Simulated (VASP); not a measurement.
Wanted: the native input for a VASP 6.6.1 run.

```yaml
Task: electric field gradients
Functional: LDA
Potentials_or_basis: VASP PAW LDA potentials, release 64 (Y_sv, Tl_d)
Cutoff: 520 eV
k_mesh: 11 × 11 × 11
Occupations: fermi-dirac, width 0.08 eV
Spin: no spin polarisation
Dipole_correction: no
Further_INCAR_settings: ALGO = Normal; EDIFF = 1e-08; NBANDS = 19
```

The structure of YTl lies in POSCAR:

```
YTl
1.0
    3.7258247448      0.0000000000      0.0000000000
    0.0000000000      3.7258247448      0.0000000000
    0.0000000000      0.0000000000      3.7258247448
Y Tl
1 1
Direct
    0.5000000000      0.5000000000      0.5000000000
    0.0000000000      0.0000000000      0.0000000000
```

The input as run:

INCAR

```
  ALGO = Normal
  EDIFF = 1E-8
  ENCUT = 520
  ISIF = 2
  ISMEAR = -1
  LASPH = True
  LCHARG = False
  LEFG = True
  LREAL = False
  LWAVE = False
  NBANDS = 19
  NELM = 60
  PREC = Accurate
  SIGMA = 0.08
```

KPOINTS

```
k-points
0
Gamma
  11 11 11
```

Potentials or basis: VASP PAW LDA potentials, release 64 (Y_sv, Tl_d).

The run is started by

```sh
$ cat potpaw_LDA.64/Y_sv/POTCAR potpaw_LDA.64/Tl_d/POTCAR > POTCAR
$ mpirun -np 1 vasp_std > vasp.out
```

Results of the run:

```yaml
Pressure: -1.7 GPa
Band_gap_on_the_k_mesh: zero (bands 12 and 13 overlap by 2.21 eV)
Largest_electric_field_gradient_by_atom: zero within the noise of the run
```

Caveat: spin-orbit coupling is left out, which moves the levels of the heavy elements.

Run time: 23 s on 1 thread of AMD EPYC 9R45 96-Core Processor (Zen 5), with other jobs on the host, peak memory 0.16 GiB.
